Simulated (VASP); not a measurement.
Set up this calculation in VASP 6.6.1, as the native input.

```yaml
Task: single point
Functional: PBE
Potentials_or_basis: VASP PAW PBE potentials, release 64 (In_d)
Cutoff: 520 eV
k_mesh: 6 × 6 × 6
Occupations: fermi-dirac, width 0.00861733 eV
Spin: no spin polarisation
Dipole_correction: no
Further_INCAR_settings: ALGO = Normal; EDIFF = 1e-06; NBANDS = 26
```

The structure of In lies in POSCAR:

```
In
1.0
    1.6696368166      0.9639652655      8.2074632500
   -1.6696368166      0.9639652655      8.2074632500
    0.0000000000     -1.9279305310      8.2074632500
In
3
Direct
    0.0000000000      0.0000000000      0.0000000000
    0.7780122400      0.7780122400      0.7780122400
    0.2219877600      0.2219877600      0.2219877600
```

The input as run:

INCAR

```
SYSTEM = In
PREC = Accurate
ENCUT = 520
EDIFF = 1E-6
ISMEAR = -1
SIGMA = 0.008617333262145177
LREAL = .False.
LASPH = .True.
NELM = 80
ALGO = Normal
ISIF = 2
LWAVE = .False.
LCHARG = .False.
GGA = PE
NBANDS = 26
```

KPOINTS

```
regular mesh
0
Gamma
  6 6 6
  0 0 0
```

Potentials or basis: VASP PAW PBE potentials, release 64 (In_d).

The run is started by

```sh
$ cat potpaw_PBE.64/In_d/POTCAR > POTCAR
$ mpirun -np 1 vasp_std > vasp.out
```

It gave:

- Pressure: 1.4 GPa
- Band gap on the k mesh: zero (an odd number of electrons rules out a gap without spin polarisation)

Caveat: the k points lie up to 0.36 Å⁻¹ apart, too coarse for converged energies and pressures of a metal; spin-orbit coupling is left out, which moves the levels of the heavy elements.

Run time: 11 min on 1 thread of Intel Xeon 8259CL, with other jobs on the host, peak memory 0.53 GiB.
